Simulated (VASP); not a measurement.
A run of VASP 6.6.1 is set up as follows.

The input INCAR:

```
ALGO = Normal
EDIFF = 1E-7
ENCUT = 520
GGA = CA
ISIF = 2
ISMEAR = 0
LASPH = True
LCHARG = False
LREAL = False
LWAVE = False
NBANDS = 16
NELM = 80
PREC = Accurate
SIGMA = 0.01
```

File KPOINTS:

```
k-points
0
Gamma
  8 8 8
```

File POSCAR:

```
ZnSe
1.0
    2.6845291621      2.6845291621      0.0000000000
   -2.6845291621      2.6845291621      0.0000000000
    0.0000000000      2.6845291621      2.6845291621
Zn Se
1 1
Direct
    0.0000000000      0.0000000000      0.0000000000
    0.7500000000      0.2500000000      0.5000000000
```

Potentials or basis: VASP PAW LDA potentials, release 64 (Zn, Se).

Command:

```bash
$ cat potpaw_LDA.64/Zn/POTCAR potpaw_LDA.64/Se/POTCAR > POTCAR
$ mpirun -np 1 vasp_std > vasp.out
```

**Question.** What does it give for the pressure?

**Answer.** 10.6 GPa.

**Question.** What does it give for the band gap on the k mesh?

**Answer.** 1.77 eV, direct.
